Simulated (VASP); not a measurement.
A run of VASP 6.6.1 is set up as follows.

The input INCAR:

```
SYSTEM = Sr
PREC = Accurate ; ENCUT = 520
EDIFF = 1E-6 ; ISMEAR = -1
SIGMA = 0.1 ; LREAL = .FALSE.
LASPH = .TRUE. ; NELM = 80
ALGO = Normal ; ISIF = 2
LWAVE = .FALSE. ; LCHARG = .TRUE.
GGA = B5 ; ALDAX = 1.0
AGGAX = 1.0 ; AGGAC = 1.0
ALDAC = 0.0 ; LELF = .TRUE.
LVHAR = .TRUE. ; NBANDS = 50
```

Contents of KPOINTS:

```
regular mesh
0
G
  4 4 4
  0 0 0
```

The input POSCAR:

```
Sr
1.0
    7.7032640044      0.0000000000      0.0000000000
    0.0000000000      7.7032640044      0.0000000000
    0.0000000000      0.0000000000      7.7032640044
Sr
8
Direct
    0.0000000000      0.0000000000      1.0000000000
    0.5000000000      0.5000000000      0.5000000000
    0.2500000000      0.0000000000      0.5000000000
    0.7500000000      1.0000000000      0.5000000000
    0.5000000000      0.2500000000      1.0000000000
    0.5000000000      0.7500000000      1.0000000000
    0.0000000000      0.5000000000      0.2500000000
    0.0000000000      0.5000000000      0.7500000000
```

Potentials or basis: VASP PAW PBE potentials, release 64 (Sr_sv).

The run is started by

```bash
$ cat potpaw_PBE.64/Sr_sv/POTCAR > POTCAR
$ mpirun -np 1 vasp_std > vasp.out
```

(1) What does it give for the pressure?

(2) Predict the band gap on the k mesh.

Answers

(1) 0.0 GPa.

(2) zero (band 40 reaches 2.15 eV, above the bottom of band 41 at 1.84 eV).

Caveat: the PAW data sets were made with another functional, which shifts forces and pressure a little.
